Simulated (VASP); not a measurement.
Runs of VASP 6.6.1 on ZrTi3C4. The structure is that of space group I4/mmm (No. 139), or close to it. The cells are those of the table. 

```tsv
task	cell	cutoff (eV)	smearing	gap on the mesh (eV)	pressure (GPa)
single point	a = 4.448, b = 4.448, c = 5.430 Å, angles 114.1, 114.2, 90.0°, 8 atoms	520	gaussian 0.2 eV	none	0.3
single point	a = 4.449, b = 4.449, c = 5.432 Å, angles 114.2, 114.2, 90.0°, 8 atoms	520	gaussian 0.2 eV	none	0.3
single point	a = 5.885 Å, angles 131.8, 131.8, 70.5°, 8 atoms	520	gaussian 0.1 eV	none	(a)
single point	a = 5.433 Å, angles 131.7, 131.7, 70.8°, 8 atoms	520	gaussian 0.1 eV	none	0.1
relaxation of cell and atoms	relaxed from a = 5.885 Å, angles 131.8, 131.8, 70.5°, 8 atoms	600	gaussian 0.1 eV	none	-0.1
```

Alike in all rows: level PBE; potentials or basis VASP PAW PBE potentials, release 64 (Zr_sv, Ti_sv, C); no spin polarisation; k mesh 6 × 6 × 6.

Question: Fill in the values left out.

Answer: (a) -34.2.

A k mesh can miss the band edges, and the runs leave out spin-orbit coupling on Zr.

A gap of «none» marks levels without a gap at the run's occupations.
